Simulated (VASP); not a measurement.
Set up this calculation in VASP 6.6.1, as the native input.

| Quantity | Value |
| --- | --- |
| Task | single point |
| Functional | r2SCAN |
| Potentials or basis | VASP PAW PBE potentials, release 64 (Ce) |
| Cutoff | 520 eV |
| k mesh | 12 × 12 × 12 |
| Occupations | methfessel-paxton, width 1 eV |
| Spin | no spin polarisation |
| Dipole correction | no |
| Further INCAR settings | ALGO = Normal; EDIFF = 1e-06; NBANDS = 12 |

The system is Ce.

```xyz
1
Lattice="0.0000 2.3390 2.3390 2.3390 0.0000 2.3390 2.3390 2.3390 0.0000" Properties=species:S:1:pos:R:3 pbc="T T T"
Ce    0.0000    0.0000    0.0000
```

One way to write it, as run:

POSCAR

```
Ce
1.0
    0.0000000000      2.3390384114      2.3390384114
    2.3390384114      0.0000000000      2.3390384114
    2.3390384114      2.3390384114      0.0000000000
Ce
1
Direct
    0.0000000000      0.0000000000      0.0000000000
```

INCAR.step1

```
SYSTEM = Ce
PREC = Accurate
ENCUT = 520
ISMEAR = 1
SIGMA = 1.0
LREAL = .FALSE.
LASPH = .TRUE.
NELM = 80
NBANDS = 12
GGA = PE
ALGO = Normal
EDIFF = 1E-4
LWAVE = .TRUE.
LCHARG = .FALSE.
```

INCAR.step2

```
SYSTEM = Ce
PREC = Accurate
ENCUT = 520
EDIFF = 1E-6
ISMEAR = 1
SIGMA = 1.0
LREAL = .FALSE.
LASPH = .TRUE.
NELM = 80
ALGO = Normal
ISIF = 2
LWAVE = .FALSE.
LCHARG = .TRUE.
METAGGA = R2SCAN
LMIXTAU = .TRUE.
LELF = .TRUE.
LVHAR = .TRUE.
NBANDS = 12
ISTART = 1
```

KPOINTS

```
Automatic mesh
0
G
  12 12 12
  0 0 0
```

Potentials or basis: VASP PAW PBE potentials, release 64 (Ce).

The run is started by

```bash
$ cat potpaw_PBE.64/Ce/POTCAR > POTCAR
$ cp INCAR.step1 INCAR
$ mpirun -np 1 vasp_std > vasp.out
$ cp INCAR.step2 INCAR
$ mpirun -np 1 vasp_std > vasp.out
```

It gave:

* Pressure: -0.4 GPa
* Band gap on the k mesh: zero (bands 6 and 7 overlap by 0.52 eV)

Caveat: so wide a smearing shifts energies and pressures; the PAW data sets were made with another functional, which shifts forces and pressure a little; spin-orbit coupling is left out, which moves the levels of the heavy elements; semilocal functionals describe open f shells poorly, which spoils levels, moments and volumes.

It took 74 s on 1 thread of Intel(R) Xeon(R) 6975P-C (Granite Rapids) (shared host), peak memory 0.19 GiB.
